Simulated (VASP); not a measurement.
A run of VASP 6.6.1 is set up as follows.

Contents of INCAR:

```
PREC = Accurate
ENCUT = 520
EDIFF = 1E-7
ISMEAR = 0
SIGMA = 0.02
LREAL = False
LASPH = True
NELM = 100
ALGO = Normal
ISIF = 2
LWAVE = False
LCHARG = True
GGA = PE
IVDW = 12
LELF = True
LVHAR = True
NBANDS = 27
```

Contents of KPOINTS:

```
regular mesh
0
Gamma
  6 6 6
```

The input POSCAR:

```
BaHfO3
1.0
    4.1833901970      0.0000000000      0.0000000000
    0.0000000000      4.1833901970      0.0000000000
    0.0000000000      0.0000000000      4.1834000015
Ba Hf O
1 1 3
Direct
    0.5000000000      0.5000000000      0.9980021071
    0.0000000000      0.0000000000      0.4980037003
    0.0000000000      0.5000000000      0.4980058109
    0.5000000000      0.0000000000      0.4980058109
    0.0000000000      0.0000000000      0.9980043308
```

Potentials or basis: VASP PAW PBE potentials, release 64 (Ba_sv, Hf_pv, O).

The run is started by

```sh
$ cat potpaw_PBE.64/Ba_sv/POTCAR potpaw_PBE.64/Hf_pv/POTCAR potpaw_PBE.64/O/POTCAR > POTCAR
$ mpirun -np 1 vasp_std > vasp.out
```

Problem. Predict the dispersion energy per atom.

Solution. -0.232 eV.

Problem. Estimate the band gap on the k mesh.

Solution. 3.57 eV (least direct gap 3.79 eV).

Caveat: spin-orbit coupling is left out, which moves the levels of the heavy elements. A k mesh can miss the band edges.
